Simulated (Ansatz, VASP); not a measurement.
# Pt in VASP and in Ansatz

```xyz
1
Lattice="0.0000 1.9963 1.9963 1.9963 0.0000 1.9963 1.9963 1.9963 0.0000" Properties=species:S:1:pos:R:3 pbc="T T T"
Pt    0.0000    0.0000    0.0000
```

Change from the starting cell: volume scaled by 1.06, PAW files.

Alike in both runs: task electric field gradients; functional PBE; k mesh 18 × 18 × 18; occupations fermi-dirac, width 0.03 eV; no spin polarisation.

|  | VASP | Ansatz |
| --- | --- | --- |
| version | VASP 6.6.1 | Ansatz 0.2.0 |
| potentials or method | VASP PAW PBE potentials, release 64 (Pt) | PAW with Ansatz's default frozen-core files, scalar-relativistic |
| plane-wave cutoff (eV) | 520 | 420 |
| valence electrons in the cell | 10 | 18 |

|  | VASP | Ansatz | Ansatz less VASP |
| --- | --- | --- | --- |
| pressure (GPa) | -4.5 | -4.1 | +0.46 |

VASP's potentials hold 10 valence electrons a cell and Ansatz's 18, so a difference there can come from the potentials and not from the codes.

Spin-orbit coupling is off throughout.
